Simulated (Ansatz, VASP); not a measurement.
Ga3Sb in VASP and in Ansatz

INCAR

```
SYSTEM = Ga3Sb
PREC = Accurate ; ENCUT = 520
EDIFF = 1E-6 ; ISMEAR = 0
SIGMA = 0.15 ; LREAL = .False.
LASPH = .True. ; NELM = 60
ALGO = Fast ; ISIF = 2
LWAVE = .False. ; LCHARG = .False.
GGA = PS ; IVDW = 12
NBANDS = 30
```

Contents of KPOINTS:

```
Automatic mesh
0
Gamma
  14 14 14
  0 0 0
```

File POSCAR:

```
Ga3Sb
1.0
   -2.0030762830      2.0030762830      4.6918055778
    2.0030762830     -2.0030762830      4.6918055778
    2.0030762830      2.0030762830     -4.6918055778
Ga Sb
3 1
Direct
    0.7500000000      0.2500000000      0.5000000000
    0.2500000000      0.7500000000      0.5000000000
    0.5000000000      0.5000000000      0.0000000000
    0.0000000000      0.0000000000      0.0000000000
```

Input for Ansatz:

```yaml
crystal:
  lattice:
    - [-2.003076283, 2.003076283, 4.6918055778]
    - [2.003076283, -2.003076283, 4.6918055778]
    - [2.003076283, 2.003076283, -4.6918055778]
  atoms:
    - { symbol: Ga, position: [0.75, 0.25, 0.5] }
    - { symbol: Ga, position: [0.25, 0.75, 0.5] }
    - { symbol: Ga, position: [0.5, 0.5, 0.0] }
    - { symbol: Sb, position: [0.0, 0.0, 0.0] }
basis:
  ecutwfc: 420
kpoints:
  mp_grid: { grid: [14, 14, 14] }
hamiltonian:
  xc: pbesol
  pseudopotentials: { kind: paw, azcp: { folder: soft_1 } }
  dispersion: d3bj
scf:
  occupations: { method: gaussian, width: 0.15 }
output:
  forces: true
  stress: true
  eigenvalues: true
```

Alike in both runs: task single point; functional PBEsol; dispersion D3(BJ); k mesh 14 × 14 × 14; occupations gaussian, width 0.15 eV; no spin polarisation.

```csv
,VASP,Ansatz
version,VASP 6.6.1,Ansatz 0.2.0
potentials or method,"VASP PAW PBE potentials, release 64 (Ga_d, Sb), cutoff 520 eV","scalar-relativistic, plane waves, PAW"
valence electrons in the cell,44,54
```

Ansatz gave:

* gap on the k mesh at the Fermi level (eV): none
* pressure (GPa): 3.0
* traceless stress, the component that is largest in VASP (GPa): -0.20

Question: What did VASP give for the same quantities?

Answer: gap on the k mesh at the Fermi level (eV): none; pressure (GPa): 3.1; traceless stress, the component that is largest in VASP (GPa): -0.22.

VASP's potentials were made for PBE, not for PBEsol, and Ansatz warns of the same on its side. A gap of «none» marks a metal or a gap that the smearing closes. VASP's potentials hold 44 valence electrons a cell and Ansatz's 54, so a difference there can come from the potentials and not from the codes.

Spin-orbit coupling is off throughout.
